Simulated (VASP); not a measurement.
# Be (P6_3/mmc) in VASP: notebook

The runs below take Be through single point, relaxation of cell and atoms, with PBEsol.

Program: VASP 6.6.1. These are calculated values, not measurements. Logs are shortened: lines on timing, memory, paths and dates and some standing lists are left out, and cuts for length are marked.

## 1. The cell of the first run

Symmetry: P6_3/mmc, No. 194, hexagonal system. Conventional cell: a = 2.272 Å, b = 2.272 Å, c = 3.520 Å, α = 90.00°, β = 90.00°, γ = 120.00°. Within 2.9 Å of Be (site symmetry -6m2) lie 12 Be at 2.20 to 2.27 Å.

## 2. Single point, PBEsol

INCAR

```
SYSTEM = Be
  ALGO = Normal
  EDIFF = 1E-7
  ENCUT = 520
  GGA = PS
  ISIF = 2
  ISMEAR = 0
  LASPH = .True.
  LCHARG = .True.
  LELF = .True.
  LREAL = .False.
  LVHAR = .True.
  LWAVE = .False.
  NBANDS = 9
  NELM = 100
  PREC = Accurate
  SIGMA = 0.05
```

KPOINTS

```
k-points
0
Gamma
  10 10 6
  0 0 0
```

POSCAR

```
Be
1.0
    2.2718852711      0.0000000000      0.0000000000
   -1.1359426356      1.9675103593      0.0000000000
    0.0000000000      0.0000000000      3.5200187919
Be
2
Direct
    0.3333333333      0.6666666667      0.2500000000
    0.6666666667      0.3333333333      0.7500000000
```

Potentials or basis: VASP PAW PBE potentials, release 64 (Be).

On the command line:

```bash
$ cat potpaw_PBE.64/Be/POTCAR > POTCAR
$ mpirun -np 1 vasp_std > vasp.out
```

OUTCAR:

```text
SYSTEM = Be
   EDIFF = 1E-7
   ENCUT = 520
   GGA = PS
   ISIF = 2
   ISMEAR = 0
   LASPH = .True.
   LREAL = .False.
   NELM = 100
   PREC = Accurate

 ion  position               nearest neighbor table
   1  0.333  0.667  0.250-   2 2.20   2 2.20   2 2.20   2 2.20   2 2.20   2 2.20
   2  0.667  0.333  0.750-   1 2.20   1 2.20   1 2.20   1 2.20   1 2.20   1 2.20

  LATTYP: Found a hexagonal cell.
 ALAT       =     2.2718852711
 C/A-ratio  =     1.5493822847

  Lattice vectors:

 A1 = (   2.2718852711,   0.0000000000,   0.0000000000)
 A2 = (  -1.1359426356,   1.9675103593,   0.0000000000)
 A3 = (   0.0000000000,   0.0000000000,   3.5200187919)

Analysis of symmetry for initial positions (statically):
=====================================================================
 Subroutine PRICEL returns:
 Original cell was already a primitive cell.

 Routine SETGRP: Setting up the symmetry group for a
 hexagonal supercell.

 Subroutine GETGRP returns: Found 24 space group operations
 (whereof 12 operations were pure point group operations)
 out of a pool of 24 trial point group operations.

The static configuration has the point symmetry D_3d.
 The point group associated with its full space group is D_6h.

Analysis of symmetry for dynamics (positions and initial velocities):
=====================================================================
 Subroutine PRICEL returns:
 Original cell was already a primitive cell.

 Routine SETGRP: Setting up the symmetry group for a
 hexagonal supercell.

 Subroutine GETGRP returns: Found 24 space group operations
 (whereof 12 operations were pure point group operations)
 out of a pool of 24 trial point group operations.

The dynamic configuration has the point symmetry D_3d.
 The point group associated with its full space group is D_6h.

 Subroutine INISYM returns: Found 24 space group operations
 (whereof 12 operations are pure point group operations),
 and found     1 'primitive' translations

----------------------------------------------------------------------------------------

                                     Primitive cell

  volume of cell :      15.7343

  direct lattice vectors                    reciprocal lattice vectors
     2.271885271  0.000000000  0.000000000     0.440163072  0.254128268  0.000000000
    -1.135942636  1.967510359  0.000000000     0.000000000  0.508256536  0.000000000
     0.000000000  0.000000000  3.520018792     0.000000000  0.000000000  0.284089392

  length of vectors
     2.271885271  2.271885271  3.520018792     0.508256536  0.508256536  0.284089392

  position of ions in fractional coordinates (direct lattice)
     0.333333333  0.666666667  0.250000000
     0.666666667  0.333333333  0.750000000

  ion indices of the primitive-cell ions
   primitive index   ion index
                 1           1
                 2           2

----------------------------------------------------------------------------------------

 KPOINTS: k-points

Automatic generation of k-mesh.
 Grid dimensions read from file:
 generate k-points for:   10   10    6

 Generating k-lattice:

  Cartesian coordinates                     Fractional coordinates (reciprocal lattice)
     0.044016307  0.025412827  0.000000000     0.100000000  0.000000000  0.000000000
     0.000000000  0.050825654  0.000000000     0.000000000  0.100000000  0.000000000
     0.000000000  0.000000000  0.047348232     0.000000000  0.000000000  0.166666667

  Length of vectors
     0.050825654  0.050825654  0.047348232

  Shift w.r.t. Gamma in fractional coordinates (k-lattice)
     0.000000000  0.000000000  0.000000000

 Subroutine IBZKPT returns following result:
 ===========================================

 Found     56 irreducible k-points:

 Following reciprocal coordinates:
            Coordinates               Weight
  0.000000  0.000000  0.000000      1.000000
  0.100000 -0.000000  0.000000      6.000000
  0.200000 -0.000000  0.000000      6.000000
  0.300000 -0.000000  0.000000      6.000000
  0.400000 -0.000000  0.000000      6.000000
  0.500000 -0.000000  0.000000      3.000000
[... 16 lines left out ...]
  0.300000  0.100000  0.166667     24.000000
  0.400000  0.100000  0.166667     24.000000
 [... further k-points ...]
   k-points           NKPTS =     56   k-points in BZ     NKDIM =     56   number of bands    NBANDS=      9
   number of dos      NEDOS =    301   number of ions     NIONS =      2
   total plane-waves  NPLWV =   9072
   dimension x,y,z NGX =    18 NGY =   18 NGZ =   28
   dimension x,y,z NGXF=    36 NGYF=   36 NGZF=   56
   ions per type =               2
   NGX,Y,Z   is equivalent  to a cutoff of  13.17, 13.17, 13.22 a.u.
   NGXF,Y,Z  is equivalent  to a cutoff of  26.34, 26.34, 26.45 a.u.
 SYSTEM =  Be
   PREC   = accura    normal or accurate (medium, high low for compatibility)
   ISTART =      0    job   : 0-new  1-cont  2-samecut
   ICHARG =      2    charge: 1-file 2-atom 10-const
   ISPIN  =      1    spin polarized calculation?
   LNONCOLLINEAR =      F non collinear calculations
   LSORBIT =      F    spin-orbit coupling
   LASPH  =      T    aspherical Exc in radial PAW
   ENCUT  =  520.0 eV  38.22 Ry    6.18 a.u.   4.22  4.22  6.54*2*pi/ulx,y,z
   NELM   =    100;   NELMIN=  2; NELMDL= -5     # of ELM steps
   EDIFF  = 0.1E-06   stopping-criterion for ELM
   LREAL  =      F    real-space projection
   EDIFFG = 0.1E-05   stopping-criterion for IOM
   NSW    =      0    number of steps for IOM
   IBRION =     -1    ionic relax: 0-MD 1-quasi-New 2-CG
   NFREE  =      0    steps in history (QN), initial steepest desc. (CG)
   ISIF   =      2    stress and relaxation
   ISYM   =      2    0-nonsym 1-usesym 2-fastsym
   POTIM  = 0.5000    time-step for ionic-motion
   TEBEG  =    0.0;   TEEND  =   0.0 temperature during run
   PSTRESS=    0.0 pullay stress
   NELECT =       4.0000    total number of electrons
   NUPDOWN=      -1.0000    fix difference up-down
   EMIN   =  10.00;   EMAX   =-10.00  energy-range for DOS
   EFERMI =   0.00;   METHOD = LEGACY
   ISMEAR =     0;   SIGMA  =   0.05  broadening in eV -4-tet -1-fermi 0-gaus
   EFERMI_NEDOS =   21; number of points for ismear=-14 and -15
   IALGO  =     38    algorithm
   IMIX   =      4    mixing-type and parameters
     AMIX     =   0.40;   BMIX     =  1.00
     AMIX_MAG =   1.60;   BMIX_MAG =  1.00
  volume/ion in A,a.u.               =       7.87        53.09
  Fermi-wavevector in a.u.,A,eV,Ry     =   1.037079  1.959796 14.633525  1.075534
  Thomas-Fermi vector in A             =   2.171500
   LORBIT       =      0    0 simple, 1 ext, 2 COOP (PROOUT), +10 PAW based schemes
   GGA     = PS    functional components
   LHFCALC =     F    Hartree Fock is set to
   AEXX    =    0.0000 exact exchange contribution
   IVDW    =     0    specifies the selected vdW correction
   LEPSILON=     F    determine dielectric tensor
   LRPA    =     F    only Hartree local field effects (RPA)
 non-spin polarized calculation
 Gauss-broadening in eV      SIGMA  =   0.05
  energy-cutoff  :      520.00
  volume of cell :       15.73
 maximum number of plane-waves:       439
 NGX is ok and might be reduce to    18
   NGX =  9   NGY =  9   NGZ = 13

 number of electron       4.0000000 magnetization

 Free energy of the ion-electron system (eV)
  ---------------------------------------------------
  ext. energy  EPLUGINS =         0.00000000
  ---------------------------------------------------
  free energy    TOTEN  =        -7.97174024 eV

  energy without entropy =       -7.97173605  energy(sigma->0) =       -7.97173815

 E-fermi :   7.0298     XC(G=0): -10.6236

 val. band max:        6.9114021404   @ k =   0.3000   0.2000   0.0000
 cond. band min:       7.1495724944   @ k =   0.3000   0.3000   0.3333
 fundamental gap:      0.2381703540
 Fermi energy:         7.0297987277

 k-point     1 :       0.0000    0.0000    0.0000
  band No.  band energies     occupation
      1      -4.3142      2.00000
      2       2.7323      2.00000
      3       8.4782      0.00000
      4      22.7827      0.00000
      5      22.7827      0.00000
      6      25.7256      0.00000
      7      25.7256      0.00000
      8      28.4033      0.00000
      9      33.9990      0.00000

 k-point     2 :       0.1000   -0.0000    0.0000
  band No.  band energies     occupation
      1      -4.0298      2.00000
      2       3.1060      2.00000
      3       8.5469      0.00000
      4      20.6824      0.00000
      5      21.3473      0.00000
      6      25.7583      0.00000
      7      26.3601      0.00000
      8      27.6989      0.00000
      9      30.8902      0.00000

 k-point     3 :       0.2000   -0.0000    0.0000
  band No.  band energies     occupation
      1      -3.1757      2.00000
      2       4.2229      2.00000
      3       8.6491      0.00000
      4      16.8134      0.00000
      5      19.2647      0.00000
      6      25.0331      0.00000
      7      25.1167      0.00000
      8      26.0901      0.00000
      9      27.3210      0.00000

 k-point     4 :       0.3000   -0.0000    0.0000
  band No.  band energies     occupation
      1      -1.7544      2.00000
      2       6.0652      2.00000
      3       8.1120      0.00000
      4      13.8809      0.00000
      5      17.6070      0.00000
      6      20.7677      0.00000
      7      21.9706      0.00000
      8      25.1442      0.00000
      9      26.5895      0.00000
[... 205 lines left out ...]
 k-point    22 :       0.2000    0.1000    0.1667
  band No.  band energies     occupation
      1      -2.0729      2.00000
      2       3.7423      2.00000
      3      10.6634      0.00000
      4      14.9628      0.00000
      5      17.2388      0.00000
      6      21.3290      0.00000
      7      23.4432      0.00000
      8      24.9855      0.00000
      9      29.0236      0.00000

 k-point    23 :       0.3000    0.1000    0.1667
  band No.  band energies     occupation
      1      -0.3761      2.00000
      2       5.2349      2.00000
      3       9.3846      0.00000
      4      13.5315      0.00000
      5      15.1432      0.00000
      6      18.2403      0.00000
      7      22.0128      0.00000
      8      23.3277      0.00000
      9      28.1854      0.00000

 k-point    24 :       0.4000    0.1000    0.1667
  band No.  band energies     occupation
      1       1.7372      2.00000
      2       4.7317      2.00000
      3       9.3730      0.00000
      4      12.2416      0.00000
      5      14.0838      0.00000
      6      17.0002      0.00000
      7      20.4567      0.00000
      8      22.3267      0.00000
      9      27.9620      0.00000

 [... further k-points ...]

------------------------ aborting loop because EDIFF is reached ----------------------------------------

  FORCE on cell =-STRESS in cart. coord.  units (eV):
  Direction    XX          YY          ZZ          XY          YZ          ZX
  --------------------------------------------------------------------------------------
  -------------------------------------------------------------------------------------
  Total        0.0341303      0.0341303      0.0417605     -0.0000000      0.0000000      0.0000000
  in kB        3.4753749      3.4753749      4.2523388     -0.0000000      0.0000000      0.0000000
  external PRESSURE =       3.7343629 kB  Pullay stress =       0.0000000 kB

 VOLUME and BASIS-vectors are now :
 -----------------------------------------------------------------------------
  energy-cutoff  :      520.00
  volume of cell :       15.73
      direct lattice vectors                 reciprocal lattice vectors
     2.271885271  0.000000000  0.000000000     0.440163072  0.254128268  0.000000000
    -1.135942636  1.967510359  0.000000000     0.000000000  0.508256536  0.000000000
     0.000000000  0.000000000  3.520018792     0.000000000  0.000000000  0.284089392

 POSITION                                       TOTAL-FORCE (eV/Angst)
 -----------------------------------------------------------------------------------
     -0.00000      1.31167      0.88000         0.000000     -0.000000      0.000000
      1.13594      0.65584      2.64001        -0.000000      0.000000      0.000000
 -----------------------------------------------------------------------------------
    total drift:                                0.000000     -0.000000      0.000000

  FREE ENERGIE OF THE ION-ELECTRON SYSTEM (eV)
  ---------------------------------------------------
  free  energy   TOTEN  =        -7.9717402404 eV

  energy  without entropy=       -7.9717360539  energy(sigma->0) =       -7.97173815
```

Run time: 7.3 s. Hardware: 1 thread of AMD EPYC 7R43 (Zen 3), shared host; peak memory 0.09 GiB.

What came out:

```
Free energy            : -7.9717 eV
Pressure               : 0.4 GPa
Band gap on the k mesh : zero (bands 2 and 3 overlap by 0.77 eV)
```

Levels at points of the mesh, in eV from the Fermi level:
```tsv
k point	band 1	band 2	band 3	band 4	band 5
(0.00, 0.00, 0.00)	-11.34	-4.30	1.45	15.75	15.75
(0.50, 0.00, 0.00)	-5.07	-3.17	3.69	6.59	7.00
(0.00, 0.00, 0.50)	-9.14	-9.14	11.26	11.26	17.48
(0.50, 0.00, 0.50)	-3.65	-3.65	1.58	1.58	11.89
```

Caveat: the PAW data sets were made with another functional, which shifts forces and pressure a little.

## 3. Relaxation of cell and atoms, PBEsol

This run uses another cell than the first one, of 8.11 Å³/atom.

INCAR

```
PREC     = Accurate       # precision mode
ENCUT    = 600            # plane-wave cutoff, eV
EDIFF    = 1E-6           # SCF threshold, eV
ISMEAR   = 0              # smearing method
SIGMA    = 0.05           # smearing width, eV
LREAL    = False          # projectors in reciprocal space
LASPH    = True           # aspherical terms in the spheres
NELM     = 100            # most SCF steps
ALGO     = Normal         # electronic algorithm
ISIF     = 3              # what is computed and relaxed
LWAVE    = False          # write WAVECAR
LCHARG   = False          # write CHGCAR
GGA      = PS             # functional
IBRION   = 2              # ionic algorithm
NSW      = 80             # ionic steps
EDIFFG   = -0.02          # ionic threshold
```

KPOINTS

```
regular mesh
0
Gamma
  10 10 6
```

POSCAR

```
Be
1.0
    2.2853000000      0.0000000000      0.0000000000
   -1.1426500000      1.9791300000      0.0000000000
    0.0000000000      0.0000000000      3.5842000000
Be
2
Direct
    0.3333333333      0.6666666667      0.2500000000
    0.6666666667      0.3333333333      0.7500000000
```

Potentials or basis: VASP PAW PBE potentials, release 64 (Be).

On the command line:

```bash
$ cat potpaw_PBE.64/Be/POTCAR > POTCAR
$ mpirun -np 1 vasp_std > vasp.out
```

It took 9 s on 1 thread of AMD EPYC 7R43 (Zen 3), shared host; peak memory 0.08 GiB.

Results (log left out):

```
Free energy                           : -7.9718 eV
Relaxed volume                        : 7.89 Å³/atom
Relaxed cell                          : a = 2.275 Å, b = 2.275 Å, c = 3.523 Å, α = 90.00°, β = 90.00°, γ = 120.00°
Space group after relaxing (to 0.1 Å) : P6_3/mmc (No. 194)
Energy gained by relaxing             : 3.3 meV/atom
Ionic steps                           : 3
Pressure after relaxing               : -0.1 GPa
Band gap on the k mesh                : zero (bands 2 and 3 overlap by 0.78 eV)
```

Stress tensor (GPa, compression positive):
```
-0.11  0.00  0.00
 0.00 -0.11  0.00
 0.00  0.00  0.04
```

Step by step:
| step | energy change (eV) | largest force (eV/Å) | pressure (GPa) | volume (Å³) |
| --- | --- | --- | --- | --- |
| 1 | 0.0000 | 0.0000 | -3.30 | 16.21 |
| 2 | -0.0065 | 0.0000 | -0.32 | 15.82 |
| 3 | -0.0065 | 0.0000 | -0.06 | 15.79 |

Final structure:
```cif
data_structure
_symmetry_space_group_name_H-M 'P 1'
_symmetry_Int_Tables_number 1
_cell_length_a 2.2748
_cell_length_b 2.2748
_cell_length_c 3.5232
_cell_angle_alpha 90.000
_cell_angle_beta 90.000
_cell_angle_gamma 120.000
_cell_volume 15.79
loop_
_atom_site_label
_atom_site_type_symbol
_atom_site_fract_x
_atom_site_fract_y
_atom_site_fract_z
_atom_site_occupancy
Be1 Be 0.33333 0.66667 0.25000 1
Be2 Be 0.66667 0.33333 0.75000 1
```

Levels at points of the mesh, in eV from the Fermi level:
```csv
k point,band 1,band 2,band 3,band 4,band 5,band 6
"(0.00, 0.00, 0.00)",-11.32,-4.28,1.44,15.70,15.70,18.64
"(0.50, 0.00, 0.00)",-5.06,-3.17,3.68,6.58,6.99,9.17
"(0.00, 0.00, 0.50)",-9.12,-9.12,11.24,11.24,17.43,17.43
"(0.50, 0.00, 0.50)",-3.64,-3.64,1.56,1.56,11.86,11.86
```

Caveat: the PAW data sets were made with another functional, which shifts forces and pressure a little.

The gap in the log of VASP goes by the Fermi energy; the results here count the filled bands.